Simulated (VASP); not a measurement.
Ba:

```
Ba
1.0
     4.09198    0.00000    0.00000
     0.00000    4.09198    0.00000
     0.00000    0.00000    4.09198
Ba
1
Direct
  0.00000 0.00000 0.00000
```

This isn't the form of Ba at room conditions, which is bcc.

* Program: VASP 6.6.1
* Task: relaxation of cell and atoms
* Functional: PBE
* Potentials or basis: VASP PAW PBE potentials, release 64 (Ba_sv)
* Cutoff: 600 eV
* k mesh: 9 × 9 × 9
* Occupations: fermi-dirac, width 0.08 eV
* Spin: no spin polarisation

At the start: pressure -0.5 GPa; volume 68.52 Å³/atom.

**Question.** How do energy, volume and symmetry change on relaxing?

**Answer.** Over 4 steps the energy falls by 10.6 meV/atom and the volume is 62.76 Å³/atom (-8.4 %); space group Pm-3m (No. 221, to 0.1 Å) before and after.

The path:
```
step  energy change (eV)  largest force (eV/Å)  pressure (GPa)  volume (Å³)
   1              0.0000                0.0000           -0.55        68.52
   2             -0.0066                0.0000           -0.36        66.21
   3             -0.0105                0.0000           -0.07        63.42
   4             -0.0106                0.0000            0.00        62.76
```

Final structure:
```
Ba
1.0
     3.97403    0.00000    0.00000
     0.00000    3.97403    0.00000
     0.00000    0.00000    3.97403
Ba
1
Cartesian
  0.0000 0.0000 0.0000
```
